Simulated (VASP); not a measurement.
Input of a VASP 6.6.1 run:

The input INCAR:

```
SYSTEM = Sb
PREC = Accurate ; ENCUT = 520
EDIFF = 1E-7 ; ISMEAR = -1
SIGMA = 0.1 ; LREAL = .FALSE.
LASPH = .TRUE. ; NELM = 80
ALGO = Normal ; ISIF = 2
LWAVE = .FALSE. ; LCHARG = .FALSE.
GGA = PS ; NBANDS = 8
```

Contents of KPOINTS:

```
Automatic mesh
0
G
  10 10 10
  0 0 0
```

File POSCAR:

```
Sb
1.0
    3.1231021949      0.0000000000      0.0000000000
    1.5615510975      2.7046858394      0.0000000000
    1.5615510975      0.9015619465      2.5500022641
Sb
1
Direct
    0.0000000000      0.0000000000      0.0000000000
```

Potentials or basis: VASP PAW PBE potentials, release 64 (Sb).

Launch:

```sh
$ cat potpaw_PBE.64/Sb/POTCAR > POTCAR
$ mpirun -np 1 vasp_std > vasp.out
```

Question: What does it give for the pressure?

Answer: 20.3 GPa.

Caveat: the PAW data sets were made with another functional, which shifts forces and pressure a little.
